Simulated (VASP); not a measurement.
Here is a VASP 6.6.1 calculation.

The input INCAR:

```
ALGO = Fast
DIPOL = 0.5 0.5 0.393
EDIFF = 1E-6
EDIFFG = -0.025
ENCUT = 520
GGA = PE
IBRION = 2
IDIPOL = 3
ISIF = 2
ISMEAR = 0
LASPH = T
LCHARG = F
LDIPOL = T
LREAL = F
LWAVE = F
NELM = 60
NSW = 36
PREC = Accurate
SIGMA = 0.1
```

File KPOINTS:

```
k-points
0
Gamma
  9 9 1
```

The input POSCAR:

```
Mg4Si
1.0
    3.2100692859      0.0000000000      0.0000000000
   -1.6050346429      2.7800015495      0.0000000000
    0.0000000000      0.0000000000     23.2147784313
Mg Si
4 1
Selective dynamics
Direct
    0.6666666667      0.3333333333      0.1723040352  F F F
    0.3333333333      0.6666666667      0.2829644272  F F F
    0.6666666667      0.3333333333      0.3920793237  F F F
    0.3333333333      0.6666666667      0.5046258988  F F F
    0.3333333333      1.0000000000      0.6108157471  F F T
```

Potentials or basis: VASP PAW PBE potentials, release 64 (Mg, Si).

The run is started by

```console
$ cat potpaw_PBE.64/Mg/POTCAR potpaw_PBE.64/Si/POTCAR > POTCAR
$ mpirun -np 1 vasp_std > vasp.out
```

Problem. What does it give for the energy gained by relaxing?

Solution. 1.4 meV/atom.

Problem. Estimate the band gap on the k mesh.

Solution. Zero (bands 6 and 7 overlap by 0.14 eV).

The path:
```tsv
step	energy change (eV)	largest force on free atoms (eV/Å)	pressure (GPa)
1	0.0000	0.1919	-1.64
2	-0.0017	0.1698	-1.62
3	-0.0054	0.0953	-1.56
4	-0.0061	0.0777	-1.42
5	-0.0069	0.0050	-1.49
```
